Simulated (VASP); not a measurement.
Write the native input for VASP 6.6.1 that does the following.

| Item | Value |
| --- | --- |
| Task | single point |
| Functional | PBE |
| Potentials or basis | VASP PAW PBE potentials, release 64 (Nb_sv, Sb) |
| Cutoff | 520 eV |
| k mesh | 6 × 6 × 6 |
| Occupations | gaussian, width 0.05 eV |
| Spin | no spin polarisation |
| Dipole correction | no |
| Further INCAR settings | ALGO = Normal; EDIFF = 1e-06; NBANDS = 16 |

The structure of NbSb lies in POSCAR:

```
NbSb
1.0
    0.0000000000      3.1469451809      3.1469451809
    3.1469451809      0.0000000000      3.1469451809
    3.1469451809      3.1469451809      0.0000000000
Nb Sb
1 1
Direct
    0.0000000000      0.0000000000      0.0000000000
    0.2500000000      0.2500000000      0.2500000000
```

These files were run (other wordings do the same):

INCAR

```
ALGO     = Normal         # electronic algorithm
EDIFF    = 1E-6           # SCF threshold, eV
ENCUT    = 520            # plane-wave cutoff, eV
GGA      = PE             # functional
ISIF     = 2              # what is computed and relaxed
ISMEAR   = 0              # smearing method
LASPH    = T              # aspherical terms in the spheres
LCHARG   = F              # write CHGCAR
LREAL    = F              # projectors in reciprocal space
LWAVE    = F              # write WAVECAR
NBANDS   = 16             # bands
NELM     = 80             # most SCF steps
PREC     = Accurate       # precision mode
SIGMA    = 0.05           # smearing width, eV
```

KPOINTS

```
k-points
0
Gamma
  6 6 6
```

Potentials or basis: VASP PAW PBE potentials, release 64 (Nb_sv, Sb).

Launch:

```bash
$ cat potpaw_PBE.64/Nb_sv/POTCAR potpaw_PBE.64/Sb/POTCAR > POTCAR
$ mpirun -np 1 vasp_std > vasp.out
```

Results of the run:

| Quantity | Value |
| --- | --- |
| Pressure | -0.1 GPa |
| Band gap on the k mesh | zero (bands 9 and 10 overlap by 0.27 eV) |

Caveat: spin-orbit coupling is left out, which moves the levels of the heavy elements.

Run time: 27 s on 1 thread of Intel(R) Xeon(R) Platinum 8488C (Sapphire Rapids) (shared host), peak memory 0.21 GiB.
